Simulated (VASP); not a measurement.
MgH2, 3 atoms in the cell. The structure is cubic, space group Fm-3m (No. 225). Conventional cell: a = 4.194 Å, b = 4.194 Å, c = 4.194 Å, α = 90.00°, β = 90.00°, γ = 90.00°. Mg (site symmetry m-3m) has 8 H at 1.82 Å within 2.4 Å. Within 2.4 Å of H (site symmetry -43m) lie 4 Mg at 1.82 Å and 6 H at 2.10 Å. 

- Program: VASP 6.6.1
- Task: relaxation of cell and atoms
- Functional: PBEsol
- Potentials or basis: VASP PAW PBE potentials, release 64 (Mg, H)
- Cutoff: 600 eV
- k mesh: 8 × 8 × 8
- Occupations: fermi-dirac, width 0.03 eV
- Spin: no spin polarisation
- Dipole correction: no
- Further INCAR settings: ALGO = Normal; EDIFF = 1e-06; IBRION = 2; EDIFFG = -0.01; NSW = 100; ISIF = 3

Potentials or basis: VASP PAW PBE potentials, release 64 (Mg, H).

The run is started by

```bash
$ cat potpaw_PBE.64/Mg/POTCAR potpaw_PBE.64/H/POTCAR > POTCAR
$ mpirun -np 1 vasp_std > vasp.out
```

Hardware: 1 thread of AMD EPYC 7R43 64-Core Processor (Zen 3) (shared host).

Question: How long does it take, and how much memory?

Answer: Wall time 18 s on 1 thread of AMD EPYC 7R43 64-Core Processor (Zen 3), on a shared host, peak memory 0.1 GiB. Counts: scf iterations 30, k points 29, ion steps 5.
